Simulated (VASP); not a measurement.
# TeW3 (I4/mmm) in VASP: single point with PBE

Aim: the single point of TeW3 with PBE.

Program: VASP 6.6.1. These are calculated values, not measurements. Logs are shortened: lines on timing, memory, paths and dates and some standing lists are left out, and cuts for length are marked.

## Step 1: The cell of the first run

The structure is tetragonal, space group I4/mmm (No. 139). The conventional cell has a = 3.925 Å, b = 3.925 Å, c = 8.954 Å, α = 90.00°, β = 90.00°, γ = 90.00°. Within 3.7 Å of Te (site symmetry 4/mmm) lie 12 W at 2.78 to 2.98 Å. W (site symmetry 4/mmm) has 4 Te at 2.78 Å and 8 W at 2.98 Å within 3.7 Å. Within 3.7 Å of W (site symmetry -4m2) lie 8 W at 2.78 to 2.98 Å and 4 Te at 2.98 Å.

## Step 2: Single point, PBE

File INCAR:

```
SYSTEM = TeW3
ALGO = Fast
EDIFF = 1E-6
ENCUT = 520
GGA = PE
ISIF = 2
ISMEAR = 0
LASPH = .True.
LCHARG = .True.
LELF = .True.
LREAL = .False.
LVHAR = .True.
LWAVE = .False.
NBANDS = 32
NELM = 80
PREC = Accurate
SIGMA = 0.1
```

File KPOINTS:

```
k-points
0
Gamma
  16 16 16
  0 0 0
```

File POSCAR:

```
TeW3
1.0
   -1.9623547971      1.9623547971      4.4772352720
    1.9623547971     -1.9623547971      4.4772352720
    1.9623547971      1.9623547971     -4.4772352720
Te W
1 3
Direct
    0.0000000000      0.0000000000      0.0000000000
    0.5000000000      0.5000000000      0.0000000000
    0.2500000000      0.7500000000      0.5000000000
    0.7500000000      0.2500000000      0.5000000000
```

Potentials or basis: VASP PAW PBE potentials, release 64 (Te, W_sv).

Launch:

```bash
> cat potpaw_PBE.64/Te/POTCAR potpaw_PBE.64/W_sv/POTCAR > POTCAR
> mpirun -np 1 vasp_std > vasp.out
```

OUTCAR:

```text
SYSTEM = TeW3
   EDIFF = 1E-6
   ENCUT = 520
   GGA = PE
   ISIF = 2
   ISMEAR = 0
   LASPH = .True.
   LREAL = .False.
   NELM = 80
   PREC = Accurate

 ion  position               nearest neighbor table
   1  0.000  0.000  0.000-   2 2.78   2 2.78   2 2.78   2 2.78   4 2.98   3 2.98   4 2.98   3 2.98
                             4 2.98   4 2.98   3 2.98   3 2.98
   2  0.500  0.500  0.000-   1 2.78   1 2.78   1 2.78   1 2.78   4 2.98   3 2.98   4 2.98   3 2.98
                             3 2.98   3 2.98   4 2.98   4 2.98
   3  0.250  0.750  0.500-   4 2.78   4 2.78   4 2.78   4 2.78   2 2.98   1 2.98   2 2.98   1 2.98
                             1 2.98   1 2.98   2 2.98   2 2.98
   4  0.750  0.250  0.500-   3 2.78   3 2.78   3 2.78   3 2.78   2 2.98   1 2.98   2 2.98   1 2.98
                             2 2.98   2 2.98   1 2.98   1 2.98

  LATTYP: Found a body centered tetragonal cell.
 ALAT       =     3.9247095942
 C/A-ratio  =     2.2815625791

  Lattice vectors:

 A1 = (  -1.9623547971,   1.9623547971,   4.4772352720)
 A2 = (   1.9623547971,  -1.9623547971,   4.4772352720)
 A3 = (   1.9623547971,   1.9623547971,  -4.4772352720)

Analysis of symmetry for initial positions (statically):
=====================================================================
 Subroutine PRICEL returns:
 Original cell was already a primitive cell.

 Routine SETGRP: Setting up the symmetry group for a
 body centered tetragonal supercell.

 Subroutine GETGRP returns: Found 16 space group operations
 (whereof 16 operations were pure point group operations)
 out of a pool of 16 trial point group operations.

The static configuration has the point symmetry D_4h.

Analysis of symmetry for dynamics (positions and initial velocities):
=====================================================================
 Subroutine PRICEL returns:
 Original cell was already a primitive cell.

 Routine SETGRP: Setting up the symmetry group for a
 body centered tetragonal supercell.

 Subroutine GETGRP returns: Found 16 space group operations
 (whereof 16 operations were pure point group operations)
 out of a pool of 16 trial point group operations.

The dynamic configuration has the point symmetry D_4h.

 Subroutine INISYM returns: Found 16 space group operations
 (whereof 16 operations are pure point group operations),
 and found     1 'primitive' translations

----------------------------------------------------------------------------------------

                                     Primitive cell

  volume of cell :      68.9644

  direct lattice vectors                    reciprocal lattice vectors
    -1.962354797  1.962354797  4.477235272     0.000000000  0.254795922  0.111676061
     1.962354797 -1.962354797  4.477235272     0.254795922  0.000000000  0.111676061
     1.962354797  1.962354797 -4.477235272     0.254795922  0.254795922  0.000000000

  length of vectors
     5.267571393  5.267571393  5.267571393     0.278195084  0.278195084  0.360335849

  position of ions in fractional coordinates (direct lattice)
     0.000000000  0.000000000  0.000000000
     0.500000000  0.500000000  0.000000000
     0.250000000  0.750000000  0.500000000
     0.750000000  0.250000000  0.500000000

  ion indices of the primitive-cell ions
   primitive index   ion index
                 1           1
                 2           2
                 3           3
                 4           4

----------------------------------------------------------------------------------------

 KPOINTS: k-points

Automatic generation of k-mesh.
 Grid dimensions read from file:
 generate k-points for:   16   16   16

 Generating k-lattice:

  Cartesian coordinates                     Fractional coordinates (reciprocal lattice)
     0.000000000  0.015924745  0.006979754     0.062500000  0.000000000  0.000000000
     0.015924745  0.000000000  0.006979754     0.000000000  0.062500000  0.000000000
     0.015924745  0.015924745  0.000000000     0.000000000  0.000000000  0.062500000

  Length of vectors
     0.017387193  0.017387193  0.022520991

  Shift w.r.t. Gamma in fractional coordinates (k-lattice)
     0.000000000  0.000000000  0.000000000

 Subroutine IBZKPT returns following result:
 ===========================================

 Found    349 irreducible k-points:

 Following reciprocal coordinates:
            Coordinates               Weight
  0.000000  0.000000  0.000000      1.000000
  0.062500 -0.000000  0.000000      8.000000
  0.125000 -0.000000  0.000000      8.000000
  0.187500 -0.000000  0.000000      8.000000
  0.250000 -0.000000  0.000000      8.000000
  0.312500  0.000000  0.000000      8.000000
[... 16 lines left out ...]
 -0.125000  0.062500 -0.000000     16.000000
 -0.062500  0.062500  0.000000      4.000000
 [... further k-points ...]
   k-points           NKPTS =    349   k-points in BZ     NKDIM =    349   number of bands    NBANDS=     32
   number of dos      NEDOS =    301   number of ions     NIONS =      4
   total plane-waves  NPLWV =  64000
   dimension x,y,z NGX =    40 NGY =   40 NGZ =   40
   dimension x,y,z NGXF=    80 NGYF=   80 NGZF=   80
   ions per type =               1   3
   NGX,Y,Z   is equivalent  to a cutoff of  12.62, 12.62, 12.62 a.u.
   NGXF,Y,Z  is equivalent  to a cutoff of  25.25, 25.25, 25.25 a.u.
 SYSTEM =  TeW3
   PREC   = accura    normal or accurate (medium, high low for compatibility)
   ISTART =      0    job   : 0-new  1-cont  2-samecut
   ICHARG =      2    charge: 1-file 2-atom 10-const
   ISPIN  =      1    spin polarized calculation?
   LNONCOLLINEAR =      F non collinear calculations
   LSORBIT =      F    spin-orbit coupling
   LASPH  =      T    aspherical Exc in radial PAW
   ENCUT  =  520.0 eV  38.22 Ry    6.18 a.u.   9.79  9.79  9.79*2*pi/ulx,y,z
   NELM   =     80;   NELMIN=  2; NELMDL= -5     # of ELM steps
   EDIFF  = 0.1E-05   stopping-criterion for ELM
   LREAL  =      F    real-space projection
   EDIFFG = 0.1E-04   stopping-criterion for IOM
   NSW    =      0    number of steps for IOM
   IBRION =     -1    ionic relax: 0-MD 1-quasi-New 2-CG
   NFREE  =      0    steps in history (QN), initial steepest desc. (CG)
   ISIF   =      2    stress and relaxation
   ISYM   =      2    0-nonsym 1-usesym 2-fastsym
   POTIM  = 0.5000    time-step for ionic-motion
   TEBEG  =    0.0;   TEEND  =   0.0 temperature during run
   PSTRESS=    0.0 pullay stress
   NELECT =      48.0000    total number of electrons
   NUPDOWN=      -1.0000    fix difference up-down
   EMIN   =  10.00;   EMAX   =-10.00  energy-range for DOS
   EFERMI =   0.00;   METHOD = LEGACY
   ISMEAR =     0;   SIGMA  =   0.10  broadening in eV -4-tet -1-fermi 0-gaus
   EFERMI_NEDOS =   21; number of points for ismear=-14 and -15
   IALGO  =     68    algorithm
   IMIX   =      4    mixing-type and parameters
     AMIX     =   0.40;   BMIX     =  1.00
     AMIX_MAG =   1.60;   BMIX_MAG =  1.00
  volume/ion in A,a.u.               =      17.24       116.35
  Fermi-wavevector in a.u.,A,eV,Ry     =   1.450820  2.741653 28.638620  2.104879
  Thomas-Fermi vector in A             =   2.568388
   LORBIT       =      0    0 simple, 1 ext, 2 COOP (PROOUT), +10 PAW based schemes
   GGA     = PE    functional components
   LHFCALC =     F    Hartree Fock is set to
   AEXX    =    0.0000 exact exchange contribution
   IVDW    =     0    specifies the selected vdW correction
   LEPSILON=     F    determine dielectric tensor
   LRPA    =     F    only Hartree local field effects (RPA)
 non-spin polarized calculation
 RMM-DIIS sequential band-by-band and
 Gauss-broadening in eV      SIGMA  =   0.10
  energy-cutoff  :      520.00
  volume of cell :       68.96
 maximum number of plane-waves:      1897
   NGX = 19   NGY = 19   NGZ = 19

 number of electron      48.0000005 magnetization

 Free energy of the ion-electron system (eV)
  ---------------------------------------------------
  ext. energy  EPLUGINS =         0.00000000
  ---------------------------------------------------
  free energy    TOTEN  =       -38.51372482 eV

  energy without entropy =      -38.49525117  energy(sigma->0) =      -38.50448800

 E-fermi :  12.1076     XC(G=0): -12.9604

 val. band max:       12.1044675135   @ k =  -0.2500  -0.3750   0.0625
 cond. band min:      12.1104466054   @ k =  -0.1875   0.3125   0.1875
 fundamental gap:      0.0059790919
 Fermi energy:        12.1076493778

 k-point     1 :       0.0000    0.0000    0.0000
  band No.  band energies     occupation
      1     -62.1670      2.00000
      2     -62.0641      2.00000
      3     -61.8632      2.00000
      4     -26.6693      2.00000
      5     -26.6693      2.00000
      6     -26.6317      2.00000
[... 24 lines left out ...]
     31      15.6422      0.00000
     32      17.4953      0.00000

 k-point     2 :       0.0625   -0.0000    0.0000
  band No.  band energies     occupation
      1     -62.1659      2.00000
      2     -62.0651      2.00000
      3     -61.8633      2.00000
      4     -26.6688      2.00000
      5     -26.6633      2.00000
      6     -26.6231      2.00000
[... 24 lines left out ...]
     31      15.5726      0.00000
     32      17.5640      0.00000

 k-point     3 :       0.1250   -0.0000    0.0000
  band No.  band energies     occupation
      1     -62.1629      2.00000
      2     -62.0679      2.00000
      3     -61.8634      2.00000
      4     -26.6632      2.00000
      5     -26.6457      2.00000
      6     -26.6022      2.00000
[... 24 lines left out ...]
     31      15.3898      0.00000
     32      16.9283      0.00000

 k-point     4 :       0.1875   -0.0000    0.0000
  band No.  band energies     occupation
      1     -62.1579      2.00000
      2     -62.0725      2.00000
      3     -61.8637      2.00000
      4     -26.6480      2.00000
      5     -26.6169      2.00000
      6     -26.5754      2.00000
[... 24 lines left out ...]
     31      15.6051      0.00000
     32      16.2512      0.00000

 k-point     5 :       0.2500   -0.0000    0.0000
  band No.  band energies     occupation
      1     -62.1513      2.00000
      2     -62.0787      2.00000
      3     -61.8640      2.00000
      4     -26.6219      2.00000
      5     -26.5783      2.00000
      6     -26.5475      2.00000
[... 584 lines left out ...]
     31      15.7157      0.00000
     32      16.2198      0.00000

 k-point    22 :      -0.1875    0.0625   -0.0000
  band No.  band energies     occupation
      1     -62.1572      2.00000
      2     -62.0733      2.00000
      3     -61.8636      2.00000
      4     -26.6784      2.00000
      5     -26.5884      2.00000
      6     -26.5611      2.00000
[... 24 lines left out ...]
     31      15.9188      0.00000
     32      16.1505      0.00000

 k-point    23 :      -0.1250    0.0625   -0.0000
  band No.  band energies     occupation
      1     -62.1620      2.00000
      2     -62.0688      2.00000
      3     -61.8634      2.00000
      4     -26.6853      2.00000
      5     -26.6141      2.00000
      6     -26.5984      2.00000
[... 24 lines left out ...]
     31      15.3610      0.00000
     32      16.7185      0.00000

 k-point    24 :      -0.0625    0.0625    0.0000
  band No.  band energies     occupation
      1     -62.1650      2.00000
      2     -62.0660      2.00000
      3     -61.8633      2.00000
      4     -26.6809      2.00000
      5     -26.6417      2.00000
      6     -26.6185      2.00000
[... 24 lines left out ...]
     31      15.5075      0.00000
     32      17.3177      0.00000

 [... further k-points ...]

------------------------ aborting loop because EDIFF is reached ----------------------------------------

  FORCE on cell =-STRESS in cart. coord.  units (eV):
  Direction    XX          YY          ZZ          XY          YZ          ZX
  --------------------------------------------------------------------------------------
  -------------------------------------------------------------------------------------
  Total        0.1033996      0.1033996      0.0698695      0.0000000     -0.0000000      0.0000000
  in kB        2.4021733      2.4021733      1.6232057      0.0000000     -0.0000000      0.0000000
  external PRESSURE =       2.1425174 kB  Pullay stress =       0.0000000 kB

 VOLUME and BASIS-vectors are now :
 -----------------------------------------------------------------------------
  energy-cutoff  :      520.00
  volume of cell :       68.96
      direct lattice vectors                 reciprocal lattice vectors
    -1.962354797  1.962354797  4.477235272     0.000000000  0.254795922  0.111676061
     1.962354797 -1.962354797  4.477235272     0.254795922  0.000000000  0.111676061
     1.962354797  1.962354797 -4.477235272     0.254795922  0.254795922  0.000000000

 POSITION                                       TOTAL-FORCE (eV/Angst)
 -----------------------------------------------------------------------------------
      0.00000      0.00000      0.00000         0.000000     -0.000000     -0.000000
      0.00000      0.00000      4.47724         0.000000     -0.000000     -0.000000
      1.96235     -0.00000      2.23862        -0.000000      0.000000     -0.000000
     -0.00000      1.96235      2.23862        -0.000000     -0.000000      0.000000
 -----------------------------------------------------------------------------------
    total drift:                                0.000000     -0.000000      0.000000

  FREE ENERGIE OF THE ION-ELECTRON SYSTEM (eV)
  ---------------------------------------------------
  free  energy   TOTEN  =       -38.5137248244 eV

  energy  without entropy=      -38.4952511719  energy(sigma->0) =      -38.50448800
```

It took 16 min on 1 thread of Intel Xeon Platinum 8488C (Sapphire Rapids), shared host; peak memory 0.72 GiB.

Results:

```
Free energy            : -38.5137 eV
Pressure               : 0.2 GPa
Band gap on the k mesh : zero (bands 24 and 25 overlap by 0.75 eV)
```

Stress tensor (GPa, compression positive):
```
0.24 0.00 0.00
0.00 0.24 0.00
0.00 0.00 0.16
```

Levels at points of the mesh, in eV from the Fermi level:
| k point | band 21 | band 22 | band 23 | band 24 | band 25 | band 26 | band 27 | band 28 |
| --- | --- | --- | --- | --- | --- | --- | --- | --- |
| (0.00, 0.00, 0.00) | -1.62 | -1.57 | -1.57 | -0.47 | -0.10 | 1.40 | 1.40 | 1.49 |
| (0.50, 0.00, 0.00) | -1.44 | -1.29 | -1.21 | -0.48 | -0.04 | 0.08 | 0.36 | 0.41 |
| (0.50, 0.50, 0.00) | -1.99 | -1.75 | -0.56 | -0.18 | 0.43 | 0.46 | 0.55 | 1.92 |
| (0.50, 0.50, 0.50) | -3.68 | -2.95 | -1.19 | 0.07 | 1.40 | 1.40 | 2.28 | 2.73 |

Caveat: spin-orbit coupling is left out, which moves the levels of the heavy elements.
